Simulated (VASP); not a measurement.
# Ir (Fm-3m) in VASP: single point with PBEsol

Aim: the single point of Ir with PBEsol.

Everything below comes from runs of VASP 6.6.1. Logs are shortened: lines on timing, memory, paths and dates and some standing lists are left out, and cuts for length are marked.

## 1. The cell of the first run

It takes space group Fm-3m (No. 225, cubic). The conventional cell has a = 3.831 Å, b = 3.831 Å, c = 3.831 Å, α = 90.00°, β = 90.00°, γ = 90.00°. Within 3.6 Å of Ir (site symmetry m-3m) lie 12 Ir at 2.71 Å.

## 2. Single point, PBEsol

File INCAR:

```
SYSTEM = Ir
PREC = Accurate
ENCUT = 500
EDIFF = 1E-6
ISMEAR = 0
SIGMA = 0.05
LREAL = .FALSE.
LASPH = .TRUE.
NELM = 120
ALGO = Normal
ISIF = 2
LWAVE = .FALSE.
LCHARG = .FALSE.
GGA = PS
NBANDS = 14
GGA_COMPAT = .FALSE.
```

File KPOINTS:

```
Automatic mesh
0
G
  16 16 16
  0 0 0
```

File POSCAR:

```
Ir
1.0
    0.0000000000      1.9155617481      1.9155617481
    1.9155617481      0.0000000000      1.9155617481
    1.9155617481      1.9155617481      0.0000000000
Ir
1
Direct
    0.0000000000      0.0000000000      0.0000000000
```

Potentials or basis: VASP PAW PBE potentials, release 64 (Ir_sv_GW).

Started as:

```bash
cat potpaw_PBE.64/Ir_sv_GW/POTCAR > POTCAR
mpirun -np 1 vasp_std > vasp.out
```

OUTCAR:

```text
SYSTEM = Ir
   PREC = Accurate
   ENCUT = 500
   EDIFF = 1E-6
   ISMEAR = 0
   LREAL = .FALSE.
   LASPH = .TRUE.
   NELM = 120
   ISIF = 2
   GGA = PS

 ion  position               nearest neighbor table
   1  0.000  0.000  0.000-

  LATTYP: Found a face centered cubic cell.
 ALAT       =     3.8311234962

  Lattice vectors:

 A1 = (   0.0000000000,   1.9155617481,   1.9155617481)
 A2 = (   1.9155617481,   0.0000000000,   1.9155617481)
 A3 = (   1.9155617481,   1.9155617481,   0.0000000000)

Analysis of symmetry for initial positions (statically):
=====================================================================
 Subroutine PRICEL returns:
 Original cell was already a primitive cell.

 Routine SETGRP: Setting up the symmetry group for a
 face centered cubic supercell.

 Subroutine GETGRP returns: Found 48 space group operations
 (whereof 48 operations were pure point group operations)
 out of a pool of 48 trial point group operations.

The static configuration has the point symmetry O_h .

Analysis of symmetry for dynamics (positions and initial velocities):
=====================================================================
 Subroutine PRICEL returns:
 Original cell was already a primitive cell.

 Routine SETGRP: Setting up the symmetry group for a
 face centered cubic supercell.

 Subroutine GETGRP returns: Found 48 space group operations
 (whereof 48 operations were pure point group operations)
 out of a pool of 48 trial point group operations.

The dynamic configuration has the point symmetry O_h .

 Subroutine INISYM returns: Found 48 space group operations
 (whereof 48 operations are pure point group operations),
 and found     1 'primitive' translations

----------------------------------------------------------------------------------------

                                     Primitive cell

  volume of cell :      14.0578

  direct lattice vectors                    reciprocal lattice vectors
     0.000000000  1.915561748  1.915561748    -0.261020038  0.261020038  0.261020038
     1.915561748  0.000000000  1.915561748     0.261020038 -0.261020038  0.261020038
     1.915561748  1.915561748  0.000000000     0.261020038  0.261020038 -0.261020038

  length of vectors
     2.709013404  2.709013404  2.709013404     0.452099967  0.452099967  0.452099967

  position of ions in fractional coordinates (direct lattice)
     0.000000000  0.000000000  0.000000000

  ion indices of the primitive-cell ions
   primitive index   ion index
                 1           1

----------------------------------------------------------------------------------------

 KPOINTS: Automatic mesh

Automatic generation of k-mesh.
 Grid dimensions read from file:
 generate k-points for:   16   16   16

 Generating k-lattice:

  Cartesian coordinates                     Fractional coordinates (reciprocal lattice)
    -0.016313752  0.016313752  0.016313752     0.062500000  0.000000000  0.000000000
     0.016313752 -0.016313752  0.016313752     0.000000000  0.062500000  0.000000000
     0.016313752  0.016313752 -0.016313752     0.000000000  0.000000000  0.062500000

  Length of vectors
     0.028256248  0.028256248  0.028256248

  Shift w.r.t. Gamma in fractional coordinates (k-lattice)
     0.000000000  0.000000000  0.000000000

 Subroutine IBZKPT returns following result:
 ===========================================

 Found    145 irreducible k-points:

 Following reciprocal coordinates:
            Coordinates               Weight
  0.000000  0.000000  0.000000      1.000000
  0.062500  0.000000  0.000000      8.000000
  0.125000  0.000000  0.000000      8.000000
  0.187500  0.000000  0.000000      8.000000
  0.250000  0.000000  0.000000      8.000000
  0.312500  0.000000  0.000000      8.000000
[... 16 lines left out ...]
 -0.125000  0.062500  0.000000     24.000000
 -0.062500  0.062500  0.000000     12.000000
 [... further k-points ...]
   k-points           NKPTS =    145   k-points in BZ     NKDIM =    145   number of bands    NBANDS=     14
   number of dos      NEDOS =    301   number of ions     NIONS =      1
   total plane-waves  NPLWV =   8000
   dimension x,y,z NGX =    20 NGY =   20 NGZ =   20
   dimension x,y,z NGXF=    40 NGYF=   40 NGZF=   40
   ions per type =               1
   NGX,Y,Z   is equivalent  to a cutoff of  12.27, 12.27, 12.27 a.u.
   NGXF,Y,Z  is equivalent  to a cutoff of  24.55, 24.55, 24.55 a.u.
 SYSTEM =  Ir
   PREC   = accura    normal or accurate (medium, high low for compatibility)
   ISTART =      0    job   : 0-new  1-cont  2-samecut
   ICHARG =      2    charge: 1-file 2-atom 10-const
   ISPIN  =      1    spin polarized calculation?
   LNONCOLLINEAR =      F non collinear calculations
   LSORBIT =      F    spin-orbit coupling
   LASPH  =      T    aspherical Exc in radial PAW
   ENCUT  =  500.0 eV  36.75 Ry    6.06 a.u.   4.94  4.94  4.94*2*pi/ulx,y,z
   NELM   =    120;   NELMIN=  2; NELMDL= -5     # of ELM steps
   EDIFF  = 0.1E-05   stopping-criterion for ELM
   LREAL  =      F    real-space projection
   EDIFFG = 0.1E-04   stopping-criterion for IOM
   NSW    =      0    number of steps for IOM
   IBRION =     -1    ionic relax: 0-MD 1-quasi-New 2-CG
   NFREE  =      0    steps in history (QN), initial steepest desc. (CG)
   ISIF   =      2    stress and relaxation
   ISYM   =      2    0-nonsym 1-usesym 2-fastsym
   POTIM  = 0.5000    time-step for ionic-motion
   TEBEG  =    0.0;   TEEND  =   0.0 temperature during run
   PSTRESS=    0.0 pullay stress
   NELECT =      17.0000    total number of electrons
   NUPDOWN=      -1.0000    fix difference up-down
   EMIN   =  10.00;   EMAX   =-10.00  energy-range for DOS
   EFERMI =   0.00;   METHOD = LEGACY
   ISMEAR =     0;   SIGMA  =   0.05  broadening in eV -4-tet -1-fermi 0-gaus
   EFERMI_NEDOS =   21; number of points for ismear=-14 and -15
   IALGO  =     38    algorithm
   IMIX   =      4    mixing-type and parameters
     AMIX     =   0.40;   BMIX     =  1.00
     AMIX_MAG =   1.60;   BMIX_MAG =  1.00
  volume/ion in A,a.u.               =      14.06        94.87
  Fermi-wavevector in a.u.,A,eV,Ry     =   1.744155  3.295974 41.389948  3.042075
  Thomas-Fermi vector in A             =   2.816089
   LORBIT       =      0    0 simple, 1 ext, 2 COOP (PROOUT), +10 PAW based schemes
   GGA     = PS    functional components
   LHFCALC =     F    Hartree Fock is set to
   AEXX    =    0.0000 exact exchange contribution
   IVDW    =     0    specifies the selected vdW correction
   LEPSILON=     F    determine dielectric tensor
   LRPA    =     F    only Hartree local field effects (RPA)
 non-spin polarized calculation
 Gauss-broadening in eV      SIGMA  =   0.05
  energy-cutoff  :      500.00
  volume of cell :       14.06
 maximum number of plane-waves:       368
   NGX =  9   NGY =  9   NGZ =  9

 number of electron      17.0000000 magnetization

 Free energy of the ion-electron system (eV)
  ---------------------------------------------------
  ext. energy  EPLUGINS =         0.00000000
  ---------------------------------------------------
  free energy    TOTEN  =       -10.38512512 eV

  energy without entropy =      -10.38341300  energy(sigma->0) =      -10.38426906

 E-fermi :  12.8552     XC(G=0): -14.7455

 val. band max:       12.8293714975   @ k =   0.5000   0.3750   0.0000
 cond. band min:      12.8560878751   @ k =   0.3750   0.0625   0.0000
 fundamental gap:      0.0267163776
 Fermi energy:        12.8552378129

 k-point     1 :       0.0000    0.0000    0.0000
  band No.  band energies     occupation
      1     -80.1438      2.00000
      2     -36.5457      2.00000
      3     -36.5457      2.00000
      4     -36.5457      2.00000
      5       1.6245      2.00000
      6       8.9321      2.00000
      7       8.9321      2.00000
      8       8.9321      2.00000
      9      11.6739      2.00000
     10      11.6739      2.00000
     11      26.4279      0.00000
     12      31.9695      0.00000
     13      31.9695      0.00000
     14      31.9695      0.00000

 k-point     2 :       0.0625    0.0000    0.0000
  band No.  band energies     occupation
      1     -80.1412      2.00000
      2     -36.5773      2.00000
      3     -36.5500      2.00000
      4     -36.5500      2.00000
      5       1.8006      2.00000
      6       8.8367      2.00000
      7       9.0079      2.00000
      8       9.0079      2.00000
      9      11.6234      2.00000
     10      11.6234      2.00000
     11      26.7358      0.00000
     12      31.1749      0.00000
     13      32.2661      0.00000
     14      32.2661      0.00000

 k-point     3 :       0.1250    0.0000    0.0000
  band No.  band energies     occupation
      1     -80.1339      2.00000
      2     -36.6681      2.00000
      3     -36.5621      2.00000
      4     -36.5621      2.00000
      5       2.3049      2.00000
      6       8.6030      2.00000
      7       9.1980      2.00000
      8       9.1980      2.00000
      9      11.5245      2.00000
     10      11.5245      2.00000
     11      27.5571      0.00000
     12      29.6414      0.00000
     13      33.1260      0.00000
     14      33.1260      0.00000

 k-point     4 :       0.1875    0.0000    0.0000
  band No.  band energies     occupation
      1     -80.1239      2.00000
      2     -36.8038      2.00000
      3     -36.5819      2.00000
      4     -36.5819      2.00000
      5       3.0519      2.00000
      6       8.3792      2.00000
      7       9.3752      2.00000
      8       9.3752      2.00000
      9      11.5361      2.00000
     10      11.5361      2.00000
     11      27.8240      0.00000
     12      28.7958      0.00000
     13      34.4650      0.00000
     14      34.4650      0.00000

 k-point     5 :       0.2500    0.0000    0.0000
  band No.  band energies     occupation
      1     -80.1110      2.00000
      2     -36.9584      2.00000
      3     -36.6039      2.00000
      4     -36.6039      2.00000
      5       3.8537      2.00000
      6       8.4053      2.00000
      7       9.3804      2.00000
      8       9.3804      2.00000
      9      11.8429      2.00000
     10      11.8429      2.00000
     11      26.3073      0.00000
[... 276 lines left out ...]
 k-point    22 :      -0.1875    0.0625    0.0000
  band No.  band energies     occupation
      1     -80.1179      2.00000
      2     -36.8608      2.00000
      3     -36.6189      2.00000
      4     -36.5809      2.00000
      5       3.4726      2.00000
      6       8.2099      2.00000
      7       9.4299      2.00000
      8       9.5132      2.00000
      9      11.1617      2.00000
     10      12.0546      2.00000
     11      27.5174      0.00000
     12      29.2036      0.00000
     13      33.7580      0.00000
     14      35.9095      0.00000

 k-point    23 :      -0.1250    0.0625    0.0000
  band No.  band energies     occupation
      1     -80.1292      2.00000
      2     -36.7230      2.00000
      3     -36.5930      2.00000
      4     -36.5630      2.00000
      5       2.6807      2.00000
      6       8.4005      2.00000
      7       9.3371      2.00000
      8       9.3597      2.00000
      9      11.1851      2.00000
     10      11.7828      2.00000
     11      28.1358      0.00000
     12      29.1336      0.00000
     13      32.7622      0.00000
     14      34.2482      0.00000

 k-point    24 :      -0.0625    0.0625    0.0000
  band No.  band energies     occupation
      1     -80.1371      2.00000
      2     -36.6224      2.00000
      3     -36.5688      2.00000
      4     -36.5518      2.00000
      5       2.0873      2.00000
      6       8.6650      2.00000
      7       9.1132      2.00000
      8       9.1667      2.00000
      9      11.4092      2.00000
     10      11.6979      2.00000
     11      27.2242      0.00000
     12      30.4410      0.00000
     13      32.2110      0.00000
     14      33.0024      0.00000

 [... further k-points ...]
[... 5 lines left out ...]
  --------------------------------------------------------------------------------------
  -------------------------------------------------------------------------------------
  Total       -0.2889583     -0.2889583     -0.2889583      0.0000000      0.0000000      0.0000000
  in kB      -32.9326970    -32.9326970    -32.9326970      0.0000000      0.0000000      0.0000000
  external PRESSURE =     -32.9326970 kB  Pullay stress =       0.0000000 kB

 VOLUME and BASIS-vectors are now :
 -----------------------------------------------------------------------------
  energy-cutoff  :      500.00
  volume of cell :       14.06
      direct lattice vectors                 reciprocal lattice vectors
     0.000000000  1.915561748  1.915561748    -0.261020038  0.261020038  0.261020038
     1.915561748  0.000000000  1.915561748     0.261020038 -0.261020038  0.261020038
     1.915561748  1.915561748  0.000000000     0.261020038  0.261020038 -0.261020038

 POSITION                                       TOTAL-FORCE (eV/Angst)
 -----------------------------------------------------------------------------------
      0.00000      0.00000      0.00000         0.000000      0.000000      0.000000
 -----------------------------------------------------------------------------------
    total drift:                                0.000000     -0.000000     -0.000000

  FREE ENERGIE OF THE ION-ELECTRON SYSTEM (eV)
  ---------------------------------------------------
  free  energy   TOTEN  =       -10.3851251198 eV

  energy  without entropy=      -10.3834129957  energy(sigma->0) =      -10.38426906
```

It took 9.7 s on 1 thread of Intel Xeon 6975P-C (Granite Rapids), shared host; peak memory 0.15 GiB.

Results:

```
Free energy : -10.3851 eV
Pressure    : -3.3 GPa
```

Caveat: the PAW data sets were made with another functional, which shifts forces and pressure a little; spin-orbit coupling is left out, which moves the levels of the heavy elements.
